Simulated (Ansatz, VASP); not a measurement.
# SiC: VASP beside Ansatz

Contents of INCAR:

```
ALGO = Normal
EDIFF = 1E-7
ENCUT = 520
GGA = PS
ISIF = 2
ISMEAR = 0
LASPH = T
LCHARG = F
LREAL = F
LWAVE = F
NBANDS = 11
NELM = 60
PREC = Accurate
SIGMA = 0.01
```

Contents of KPOINTS:

```
k-points
0
Gamma
  10 10 10
```

File POSCAR:

```
SiC
1.0
    0.0000000000      2.1784118705      2.1893039299
    2.1784118705      0.0000000000      2.1893039299
    2.1784118705      2.1784118705      0.0000000000
Si C
1 1
Direct
    0.0000000000      0.0000000000      0.0000000000
    0.7500000000      0.7500000000      0.7500000000
```

Input for Ansatz:

```yaml
crystal:
  lattice:
    - [0.0, 2.17841187053, 2.18930392989]
    - [2.17841187053, 0.0, 2.18930392989]
    - [2.17841187053, 2.17841187053, 0.0]
  atoms:
    - { symbol: Si, position: [0.0, 0.0, 0.0] }
    - { symbol: C, position: [0.75, 0.75, 0.75] }
kpoints:
  mp_grid: { grid: [10, 10, 10] }
scf:
  occupations: { method: fixed }
  convergence: { dr2_threshold: 1.0e-10 }
hamiltonian:
  xc: pbesol
  pseudopotentials: { kind: paw }
output:
  forces: true
  stress: true
  eigenstates:
    kpoints:
      - [0.0, 0.0, 0.0]
      - [0.0, -0.5, -0.5]
      - [-0.5, 0.0, -0.5]
      - [-0.5, -0.5, 0.0]
      - [0.0, 0.5, 0.0]
      - [0.5, 0.0, 0.0]
      - [0.0, 0.0, 0.5]
      - [0.5, 0.5, 0.5]
  eigenvalues: true
```

Change from the starting cell: z stretched by +0.5 %, x and y held, PAW files.

Alike in both runs: task single point; functional PBEsol; k mesh 10 × 10 × 10; no spin polarisation.

|  | VASP | Ansatz |
| --- | --- | --- |
| version | VASP 6.6.1 | Ansatz 0.2.0 |
| potentials or method | VASP PAW PBE potentials, release 64 (Si, C) | PAW with Ansatz's default frozen-core files, scalar-relativistic |
| plane-wave cutoff (eV) | 520 | 420 |
| occupations | gaussian, width 0.01 eV | fixed |
| valence electrons in the cell | 8 | 8 |

VASP gave:

* gap on the k mesh at the Fermi level (eV): 1.21
* pressure (GPa): -0.7
* traceless stress, the component that is largest in VASP (GPa): -0.85

**Question.** What did Ansatz give for the same quantities?

**Answer.** gap on the k mesh at the Fermi level (eV): 1.22; pressure (GPa): -1.1; traceless stress, the component that is largest in VASP (GPa): -0.85.

VASP's potentials were made for PBE, not for PBEsol.
